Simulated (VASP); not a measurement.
Set up this calculation in VASP 6.6.1, as the native input.

```
Task                   : single point
Functional             : PBE
Potentials or basis    : VASP PAW PBE potentials, release 64 (Si, C)
Cutoff                 : 520 eV
k mesh                 : 10 × 10 × 10
Occupations            : fermi-dirac, width 0.02 eV
Spin                   : no spin polarisation
Dipole correction      : no
Further INCAR settings : ALGO = Normal; EDIFF = 1e-07; NBANDS = 11
```

The structure of SiC lies in POSCAR:

```
SiC
1.0
    0.0000000000      2.1092258935      2.1780523476
    2.1092258935      0.0000000000      2.1780523476
    2.1092258935      2.1092258935      0.0000000000
Si C
1 1
Direct
    0.0000000000      0.0000000000      0.0000000000
    0.2500000000      0.2500000000      0.2500000000
```

This cell differs from its parent crystal: biaxial xy strain -3.2%.

The input as run:

INCAR

```
SYSTEM = SiC
PREC = Accurate ; ENCUT = 520
EDIFF = 1E-7 ; ISMEAR = -1
SIGMA = 0.02 ; LREAL = .FALSE.
LASPH = .TRUE. ; NELM = 60
ALGO = Normal ; ISIF = 2
LWAVE = .FALSE. ; LCHARG = .FALSE.
GGA = PE ; NBANDS = 11
```

KPOINTS

```
regular mesh
0
G
  10 10 10
  0 0 0
```

Potentials or basis: VASP PAW PBE potentials, release 64 (Si, C).

Command:

```bash
$ cat potpaw_PBE.64/Si/POTCAR potpaw_PBE.64/C/POTCAR > POTCAR
$ mpirun -np 1 vasp_std > vasp.out
```

Results of the run:

The pressure is 19.8 GPa and the band gap on the k mesh is 1.12 eV, indirect (least direct gap 4.57 eV).

Caveat: the cell differs from its parent crystal (biaxial xy strain -3.2%).

Wall time 13 s on 1 thread of AMD EPYC 9R14 (Zen 4), on a shared host, peak memory 0.11 GiB.
